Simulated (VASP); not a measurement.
**W: single point with revPBE**

W:

```
CELL_PARAMETERS angstrom
0.00000 2.02425 2.02425
2.02425 0.00000 2.02425
2.02425 2.02425 0.00000
ATOMIC_POSITIONS crystal
W 0.00000 0.00000 0.00000
```

```yaml
Program: VASP 6.6.1
Task: single point
Functional: revPBE
Potentials_or_basis: VASP PAW PBE potentials, release 64 (W_sv)
Cutoff: 520 eV
k_mesh: 11 × 11 × 11
Occupations: fermi-dirac, width 0.05 eV
Spin: no spin polarisation
Dipole_correction: no
Further_INCAR_settings: ALGO = Normal; EDIFF = 1e-06; NBANDS = 13
```

- Pressure: 0.4 GPa
- Band gap on the k mesh: zero (band 7 reaches 12.99 eV, above the bottom of band 8 at 9.87 eV)

Levels at points of the mesh, in eV from the Fermi level:
```csv
k point,band 3,band 4,band 5,band 6,band 7,band 8,band 9,band 10,band 11,band 12
"(0.00, 0.00, 0.00)",-37.37,-37.37,-8.95,-0.55,-0.55,-0.55,2.53,2.53,12.73,17.91
```

Run time: 11 s on 1 thread of Intel(R) Xeon(R) Platinum 8259CL CPU @ 2.50GHz (Skylake/Cascade Lake) (shared host), peak memory 0.14 GiB.

Caveat: the PAW data sets were made with another functional, which shifts forces and pressure a little; spin-orbit coupling is left out, which moves the levels of the heavy elements.
